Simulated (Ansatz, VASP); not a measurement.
# Two plane-wave programs on AlN

File INCAR:

```
ALGO = Normal
EDIFF = 1E-8
ENCUT = 520
GGA = PE
ISIF = 2
ISMEAR = -1
LASPH = T
LCHARG = F
LEFG = T
LREAL = F
LWAVE = F
NBANDS = 11
NELM = 60
PREC = Accurate
SIGMA = 0.02
```

The input KPOINTS:

```
k-points
0
Gamma
  10 10 10
```

Contents of POSCAR:

```
AlN
1.0
    0.0000000000      1.9780000000      2.0175600000
    1.9780000000      0.0000000000      2.0175600000
    1.9780000000      1.9780000000      0.0000000000
Al N
1 1
Direct
    0.0000000000      0.0000000000      0.0000000000
    0.5000000000      0.5000000000      0.5000000000
```

Input for Ansatz:

```yaml
crystal:
  lattice:
    - [0.0, 1.978, 2.01756]
    - [1.978, 0.0, 2.01756]
    - [1.978, 1.978, 0.0]
  atoms:
    - { symbol: Al, position: [0.0, 0.0, 0.0] }
    - { symbol: "N", position: [0.5, 0.5, 0.5] }
kpoints:
  mp_grid: { grid: [10, 10, 10] }
scf:
  occupations: { method: fermi_dirac, width: 0.02 }
hamiltonian:
  xc: pbe
  pseudopotentials: { kind: paw }
output:
  forces: true
  stress: true
  eigenvalues: true
  efg: { contact_densities: true }
```

Change from the starting cell: zz strain of +2 %, PAW files.

Alike in both runs: task electric field gradients; functional PBE; k mesh 10 × 10 × 10; occupations fermi-dirac, width 0.02 eV; no spin polarisation.

|  | VASP | Ansatz |
| --- | --- | --- |
| version | VASP 6.6.1 | Ansatz 0.2.0 |
| potentials or method | VASP PAW PBE potentials, release 64 (Al, N) | PAW with Ansatz's default frozen-core files, scalar-relativistic |
| plane-wave cutoff (eV) | 520 | 420 |
| valence electrons in the cell | 8 | 8 |

```csv
,VASP,Ansatz,Ansatz less VASP
gap on the k mesh at the Fermi level (eV),4.90,4.93,+0.025
pressure (GPa),18.8,19.1,+0.32
"traceless stress, the component that is largest in VASP (GPa)",-4.83,-4.84,-0.014
size of Vzz on the site where it differs most (V/Å²),7.8,7.4,-0.39
```

With one functional, cell and mesh, what is left measures potentials, basis and numerics.
